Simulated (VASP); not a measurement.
# LiCl (I4/mmm) in VASP: notebook

Runs on LiCl. Level: PBE. Tasks: single point.

Program: VASP 6.6.1. These are calculated values, not measurements. Logs are shortened: lines on timing, memory, paths and dates and some standing lists are left out, and cuts for length are marked.

### 1 The cell of the first run

It takes space group I4/mmm (No. 139, tetragonal). Conventional cell: a = 3.627 Å, b = 3.627 Å, c = 4.976 Å, α = 90.00°, β = 90.00°, γ = 90.00°. Li (site symmetry 4/mmm) has 6 Cl at 2.49 to 2.56 Å within 3.3 Å. Within 3.3 Å of Cl (site symmetry 4/mmm) lie 6 Li at 2.49 to 2.56 Å.

### 2 Single point, PBE (strain -0.0300 x Voigt [0, 0, 1, 0, 0, 0])

File INCAR:

```
PREC     = Accurate       # precision mode
ENCUT    = 520            # plane-wave cutoff, eV
EDIFF    = 1E-7           # SCF threshold, eV
ISMEAR   = 0              # smearing method
SIGMA    = 0.05           # smearing width, eV
LREAL    = F              # projectors in reciprocal space
LASPH    = T              # aspherical terms in the spheres
NELM     = 100            # most SCF steps
ALGO     = Normal         # electronic algorithm
ISIF     = 2              # what is computed and relaxed
LWAVE    = F              # write WAVECAR
LCHARG   = T              # write CHGCAR
GGA      = PE             # functional
LELF     = T              # ELF
LVHAR    = T            
NBANDS   = 12             # bands
```

File KPOINTS:

```
Automatic mesh
0
Gamma
  8 8 8
```

File POSCAR:

```
LiCl
1.0
    0.0000000000      2.5647600000      2.4878172000
    2.5647600000      0.0000000000      2.4878172000
    2.5647600000      2.5647600000      0.0000000000
Li Cl
1 1
Direct
    0.0000000000      0.0000000000      0.0000000000
    0.5000000000      0.5000000000      0.5000000000
```

Potentials or basis: VASP PAW PBE potentials, release 64 (Li_sv, Cl).

Started as:

```bash
cat potpaw_PBE.64/Li_sv/POTCAR potpaw_PBE.64/Cl/POTCAR > POTCAR
mpirun -np 1 vasp_std > vasp.out
```

OUTCAR:

```text
PREC = Accurate
   ENCUT = 520
   EDIFF = 1E-7
   ISMEAR = 0
   LREAL = F
   LASPH = T
   NELM = 100
   ISIF = 2
   GGA = PE

 ion  position               nearest neighbor table
   1  0.000  0.000  0.000-   2 2.49   2 2.49   2 2.56   2 2.56   2 2.56   2 2.56
   2  0.500  0.500  0.500-   1 2.49   1 2.49   1 2.56   1 2.56   1 2.56   1 2.56

  LATTYP: Found a body centered tetragonal cell.
 ALAT       =     3.6271183762
 C/A-ratio  =     1.3717871555

  Lattice vectors:

 A1 = (   0.0000000000,  -2.5647600000,  -2.4878172000)
 A2 = (   0.0000000000,   2.5647600000,  -2.4878172000)
 A3 = (   2.5647600000,   0.0000000000,   2.4878172000)

Analysis of symmetry for initial positions (statically):
=====================================================================
 Subroutine PRICEL returns:
 Original cell was already a primitive cell.

 Routine SETGRP: Setting up the symmetry group for a
 body centered tetragonal supercell.

 Subroutine GETGRP returns: Found 16 space group operations
 (whereof 16 operations were pure point group operations)
 out of a pool of 16 trial point group operations.

The static configuration has the point symmetry D_4h.

Analysis of symmetry for dynamics (positions and initial velocities):
=====================================================================
 Subroutine PRICEL returns:
 Original cell was already a primitive cell.

 Routine SETGRP: Setting up the symmetry group for a
 body centered tetragonal supercell.

 Subroutine GETGRP returns: Found 16 space group operations
 (whereof 16 operations were pure point group operations)
 out of a pool of 16 trial point group operations.

The dynamic configuration has the point symmetry D_4h.

 Subroutine INISYM returns: Found 16 space group operations
 (whereof 16 operations are pure point group operations),
 and found     1 'primitive' translations

----------------------------------------------------------------------------------------

                                     Primitive cell

  volume of cell :      32.7297

  direct lattice vectors                    reciprocal lattice vectors
     0.000000000  2.564760000  2.487817200    -0.194950015  0.194950015  0.200979397
     2.564760000  0.000000000  2.487817200     0.194950015 -0.194950015  0.200979397
     2.564760000  2.564760000  0.000000000     0.194950015  0.194950015 -0.200979397

  length of vectors
[... 90 lines left out ...]
   POTIM  = 0.5000    time-step for ionic-motion
   TEBEG  =    0.0;   TEEND  =   0.0 temperature during run
   PSTRESS=    0.0 pullay stress
   NELECT =      10.0000    total number of electrons
   NUPDOWN=      -1.0000    fix difference up-down
   EMIN   =  10.00;   EMAX   =-10.00  energy-range for DOS
   EFERMI =   0.00;   METHOD = LEGACY
   ISMEAR =     0;   SIGMA  =   0.05  broadening in eV -4-tet -1-fermi 0-gaus
   EFERMI_NEDOS =   21; number of points for ismear=-14 and -15
   IALGO  =     38    algorithm
   IMIX   =      4    mixing-type and parameters
     AMIX     =   0.40;   BMIX     =  1.00
     AMIX_MAG =   1.60;   BMIX_MAG =  1.00
  volume/ion in A,a.u.               =      16.36       110.44
  Fermi-wavevector in a.u.,A,eV,Ry     =   1.102624  2.083658 16.541693  1.215780
  Thomas-Fermi vector in A             =   2.239070
   LORBIT       =      0    0 simple, 1 ext, 2 COOP (PROOUT), +10 PAW based schemes
   GGA     = PE    functional components
   LHFCALC =     F    Hartree Fock is set to
   AEXX    =    0.0000 exact exchange contribution
   IVDW    =     0    specifies the selected vdW correction
   LEPSILON=     F    determine dielectric tensor
   LRPA    =     F    only Hartree local field effects (RPA)
 non-spin polarized calculation
 Gauss-broadening in eV      SIGMA  =   0.05
  energy-cutoff  :      520.00
  volume of cell :       32.73
 maximum number of plane-waves:       896
   NGX = 13   NGY = 13   NGZ = 13

 number of electron      10.0000000 magnetization

 number of electron       9.9999999 magnetization

 Free energy of the ion-electron system (eV)
  ---------------------------------------------------
  ext. energy  EPLUGINS =         0.00000000
  ---------------------------------------------------
  free energy    TOTEN  =        -7.37740243 eV

  energy without entropy =       -7.37740243  energy(sigma->0) =       -7.37740243

 E-fermi :   1.1979     XC(G=0):  -8.8617

 val. band max:        0.8408194075   @ k =   0.0000   0.0000   0.0000
 cond. band min:       7.3305962510   @ k =   0.0000   0.0000   0.0000
 fundamental gap:      6.4897768435
 Fermi energy:         1.1978813608

 k-point     1 :       0.0000    0.0000    0.0000
  band No.  band energies     occupation
      1     -42.6565      2.00000
      2     -12.6952      2.00000
      3       0.7470      2.00000
      4       0.8408      2.00000
      5       0.8408      2.00000
      6       7.3306      0.00000
      7      12.6914      0.00000
      8      12.6914      0.00000
      9      12.9599      0.00000
     10      15.2832      0.00000
     11      15.3174      0.00000
     12      15.3175      0.00000
[... 331 lines left out ...]
 k-point    24 :       0.3750   -0.0000    0.1250
  band No.  band energies     occupation
      1     -42.6539      2.00000
      2     -12.1997      2.00000
      3      -1.4672      2.00000
      4       0.3069      2.00000
      5       0.3754      2.00000
      6       8.5720      0.00000
      7      10.3576      0.00000
      8      11.6127      0.00000
      9      12.0926      0.00000
     10      15.2278      0.00000
     11      17.2074      0.00000
     12      17.9620      0.00000

 [... further k-points ...]

------------------------ aborting loop because EDIFF is reached ----------------------------------------

  FORCE on cell =-STRESS in cart. coord.  units (eV):
  Direction    XX          YY          ZZ          XY          YZ          ZX
  --------------------------------------------------------------------------------------
  -------------------------------------------------------------------------------------
  Total        0.2064052      0.2064052      0.4669737      0.0000000     -0.0000000      0.0000000
  in kB       10.1039080     10.1039080     22.8592020      0.0000000     -0.0000000      0.0000000
  external PRESSURE =      14.3556727 kB  Pullay stress =       0.0000000 kB

 VOLUME and BASIS-vectors are now :
 -----------------------------------------------------------------------------
  energy-cutoff  :      520.00
  volume of cell :       32.73
      direct lattice vectors                 reciprocal lattice vectors
     0.000000000  2.564760000  2.487817200    -0.194950015  0.194950015  0.200979397
     2.564760000  0.000000000  2.487817200     0.194950015 -0.194950015  0.200979397
     2.564760000  2.564760000  0.000000000     0.194950015  0.194950015 -0.200979397

 POSITION                                       TOTAL-FORCE (eV/Angst)
 -----------------------------------------------------------------------------------
      0.00000      0.00000      0.00000        -0.000000      0.000000      0.000000
      2.56476      2.56476      2.48782         0.000000     -0.000000      0.000000
 -----------------------------------------------------------------------------------
    total drift:                                0.000000      0.000000      0.000000

  FREE ENERGIE OF THE ION-ELECTRON SYSTEM (eV)
  ---------------------------------------------------
  free  energy   TOTEN  =        -7.3774024270 eV

  energy  without entropy=       -7.3774024270  energy(sigma->0) =       -7.37740243
```

Run time: 43 s. Hardware: 1 thread of Intel Xeon 8259CL, shared host; peak memory 0.16 GiB.

What came out:

* Free energy: -7.3774 eV
* Band gap on the k mesh: 6.49 eV

Levels at points of the mesh, in eV from the valence-band top:
```
           k point  band 2  band 3  band 4  band 5  band 6  band 7  band 8  band 9
(0.00, 0.00, 0.00)  -13.54   -0.09    0.00    0.00    6.49   11.85   11.85   12.12
(0.50, 0.00, 0.00)  -12.93   -2.97   -0.34   -0.26    6.76    9.36    9.62   13.26
(0.50, 0.50, 0.00)  -12.62   -3.06   -1.25   -1.25    7.89    8.12   12.97   14.18
(0.50, 0.00, 0.50)  -12.68   -3.06   -1.26   -1.05    7.96    8.27   12.53   14.08
```

Caveat: the cell differs from its parent crystal (strain -0.0300 x Voigt [0, 0, 1, 0, 0, 0]); the cutoff is under 1.25 times the usual one of these potentials, so pressure, stress and relaxed cells hold a basis-set (Pulay) error. A k mesh can miss the band edges.

### 3 Single point, PBE (strain +0.0150 x Voigt [0, 0, 1, 0, 0, 0])

File INCAR:

```
SYSTEM = LiCl
PREC = Accurate
ENCUT = 520
EDIFF = 1E-6
ISMEAR = 0
SIGMA = 0.05
LREAL = .FALSE.
LASPH = .TRUE.
NELM = 80
ALGO = Normal
ISIF = 2
LWAVE = .FALSE.
LCHARG = .FALSE.
GGA = PE
NBANDS = 12
```

File KPOINTS:

```
Automatic mesh
0
G
  8 8 8
  0 0 0
```

File POSCAR:

```
LiCl
1.0
    0.0000000000      2.5647600000      2.6032314000
    2.5647600000      0.0000000000      2.6032314000
    2.5647600000      2.5647600000      0.0000000000
Li Cl
1 1
Direct
    0.0000000000      0.0000000000      0.0000000000
    0.5000000000      0.5000000000      0.5000000000
```

Potentials or basis: VASP PAW PBE potentials, release 64 (Li_sv, Cl).

Started as:

```bash
cat potpaw_PBE.64/Li_sv/POTCAR potpaw_PBE.64/Cl/POTCAR > POTCAR
mpirun -np 1 vasp_std > vasp.out
```

It took 40 s on 1 thread of Intel Xeon 8259CL, shared host; peak memory 0.16 GiB.

It converged, with:

* Free energy: -7.3857 eV
* Band gap on the k mesh: 6.23 eV

Levels at points of the mesh, in eV from the valence-band top:
```
           k point  band 1  band 2  band 3  band 4  band 5  band 6  band 7  band 8  band 9  band 10
(0.00, 0.00, 0.00)  -43.57  -13.37   -0.04   -0.04    0.00    6.23   11.82   11.94   11.94    14.22
(0.50, 0.00, 0.00)  -43.57  -12.82   -2.78   -0.29   -0.26    6.72    9.41    9.53   12.80    16.78
(0.50, 0.50, 0.00)  -43.57  -12.60   -2.85   -1.07   -1.07    7.85    8.33   12.15   14.05    14.05
(0.50, 0.00, 0.50)  -43.57  -12.58   -2.85   -1.16   -1.06    7.82    8.27   12.36   13.80    14.09
```

Caveat: the cell differs from its parent crystal (strain +0.0150 x Voigt [0, 0, 1, 0, 0, 0]); the cutoff is under 1.25 times the usual one of these potentials, so pressure, stress and relaxed cells hold a basis-set (Pulay) error. A k mesh can miss the band edges.

### 4 Single point, PBE (strain +0.0450 x Voigt [0, 0, 1, 0, 0, 0])

File INCAR:

```
ALGO = Normal
EDIFF = 1E-6
ENCUT = 520
GGA = PE
ISIF = 2
ISMEAR = 0
LASPH = True
LCHARG = True
LELF = True
LREAL = False
LVHAR = True
LWAVE = False
NBANDS = 12
NELM = 80
PREC = Accurate
SIGMA = 0.05
```

File KPOINTS:

```
k-points
0
Gamma
  8 8 8
```

File POSCAR:

```
LiCl
1.0
    0.0000000000      2.5647600000      2.6801742000
    2.5647600000      0.0000000000      2.6801742000
    2.5647600000      2.5647600000      0.0000000000
Li Cl
1 1
Direct
    0.0000000000      0.0000000000      0.0000000000
    0.5000000000      0.5000000000      0.5000000000
```

Started as:

```bash
cat potpaw_PBE.64/Li_sv/POTCAR potpaw_PBE.64/Cl/POTCAR > POTCAR
mpirun -np 1 vasp_std > vasp.out
```

Run time: 36 s. Hardware: 1 thread of Intel Xeon 8259CL, shared host; peak memory 0.16 GiB.

Results (log left out):

| Property | Result |
| --- | --- |
| Free energy | -7.3796 eV |
| Band gap on the k mesh | 6.03 eV |

Levels at points of the mesh, in eV from the valence-band top:
| k point | band 1 | band 2 | band 3 | band 4 | band 5 | band 6 | band 7 | band 8 | band 9 | band 10 |
| --- | --- | --- | --- | --- | --- | --- | --- | --- | --- | --- |
| (0.00, 0.00, 0.00) | -43.66 | -13.31 | -0.10 | -0.10 | 0.00 | 6.03 | 11.60 | 11.97 | 11.97 | 13.68 |
| (0.50, 0.00, 0.00) | -43.66 | -12.80 | -2.70 | -0.35 | -0.25 | 6.64 | 9.26 | 9.58 | 12.46 | 16.56 |
| (0.50, 0.50, 0.00) | -43.66 | -12.63 | -2.76 | -1.00 | -1.00 | 7.80 | 8.42 | 11.62 | 13.95 | 13.95 |
| (0.50, 0.00, 0.50) | -43.66 | -12.56 | -2.77 | -1.27 | -0.99 | 7.71 | 8.24 | 12.21 | 13.22 | 14.05 |

Caveat: the cell differs from its parent crystal (strain +0.0450 x Voigt [0, 0, 1, 0, 0, 0]); the cutoff is under 1.25 times the usual one of these potentials, so pressure, stress and relaxed cells hold a basis-set (Pulay) error.

### 5 The runs side by side

```tsv
cell	gap on the mesh (eV)
a = 3.573, b = 3.573, c = 3.627 Å, angles 59.5, 59.5, 61.0°, 2 atoms	6.49
a = 3.654, b = 3.654, c = 3.627 Å, angles 60.2, 60.2, 59.5°, 2 atoms	6.23
a = 3.710, b = 3.710, c = 3.627 Å, angles 60.7, 60.7, 58.5°, 2 atoms	6.03
```

Alike in all rows: task single point; level PBE; potentials or basis VASP PAW PBE potentials, release 64 (Li_sv, Cl); no spin polarisation; k mesh 8 × 8 × 8; cutoff (eV) 520; smearing gaussian 0.05 eV.

Caveats: the cutoff is under 1.25 times the usual one of these potentials, so pressure, stress and relaxed cells hold a basis-set (Pulay) error.

Absolute energies hang on the potentials; compare differences alone.
